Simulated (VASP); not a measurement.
Crystal: Mg5Se.

```xyz
6
Lattice="2.7399 -4.2572 0.0000 2.7399 4.2572 0.0000 0.0000 0.0000 7.3589" Properties=species:S:1:pos:R:3 pbc="T T T"
Mg    2.7399   -2.7663    2.1794
Mg    2.7399    2.7663    2.1794
Mg    2.7399   -2.7663    5.1794
Mg    2.7399    2.7663    5.1794
Mg    2.7399    0.0000    3.6794
Se    0.0000    0.0000    0.0000
```

The cell was built from a structure type or drawn by symmetry, and may not be a known phase.

```yaml
Program: VASP 6.6.1
Task: relaxation of cell and atoms
Functional: PBE
Potentials_or_basis: VASP PAW PBE potentials, release 64 (Mg, Se)
Cutoff: 600 eV
k_mesh: 8 × 8 × 6
Occupations: gaussian, width 0.1 eV
Spin: no spin polarisation
```

At the start: pressure -0.0 GPa; volume 28.61 Å³/atom.

Task: Where does the relaxation end?

Result: Over 10 steps the energy falls by 10.3 meV/atom and the volume is 28.20 Å³/atom (-1.4 %); space group Cmmm (No. 65, to 0.1 Å) before and after.

The path:
```csv
step,energy change (eV),largest force (eV/Å),pressure (GPa),volume (Å³)
1,0.0000,0.0245,-0.03,171.67
2,-0.0169,0.0781,-0.13,171.53
3,-0.0316,0.2077,-0.30,171.09
4,-0.0454,0.1447,0.04,169.02
5,-0.0504,0.0834,0.42,166.95
6,-0.0587,0.0407,0.15,168.58
7,-0.0607,0.0362,-0.05,169.94
8,-0.0615,0.0172,-0.06,169.77
9,-0.0615,0.0160,-0.05,169.73
10,-0.0616,0.0050,0.03,169.20
```

Final structure:
```
Mg Se
1.0
     2.56638   -4.50368    0.00000
     2.56638    4.50368    0.00000
     0.00000    0.00000    7.31953
Mg Se
5 1
Direct
  0.83289 0.16711 0.29492
  0.16711 0.83289 0.29492
  0.83289 0.16711 0.70508
  0.16711 0.83289 0.70508
  0.50000 0.50000 0.50000
  0.00000 0.00000 0.00000
```
